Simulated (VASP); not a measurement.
## La: single point with PBE

The system is La.

```
La
1.0
     0.00000    2.71005    2.71005
     2.71005    0.00000    2.71005
     2.71005    2.71005    0.00000
La
1
Direct
  0.00000 0.00000 0.00000
```

```yaml
Program: VASP 6.6.1
Task: single point
Functional: PBE
Potentials_or_basis: VASP PAW PBE potentials, release 64 (La)
Cutoff: 520 eV
k_mesh: 8 × 8 × 8
Occupations: fermi-dirac, width 0.1 eV
Spin: no spin polarisation
Dipole_correction: no
Further_INCAR_settings: ALGO = Normal; EDIFF = 1e-07; NBANDS = 12
```

```yaml
Pressure: -1.7 GPa
```

Levels at points of the mesh, in eV from the Fermi level:
```
           k point  band 3  band 4  band 5  band 6  band 7  band 8
(0.00, 0.00, 0.00)  -16.08  -16.08   -3.21    1.25    1.44    1.44
(0.50, 0.00, 0.00)  -16.22  -16.22   -1.64    1.26    1.26    1.26
(0.50, 0.50, 0.00)  -16.48  -16.48   -1.80   -1.23    1.72    1.74
```

Wall time 20 s on 1 thread of Intel(R) Xeon(R) Platinum 8559C (Emerald Rapids) (shared host), peak memory 0.18 GiB.

Caveat: spin-orbit coupling is left out, which moves the levels of the heavy elements.
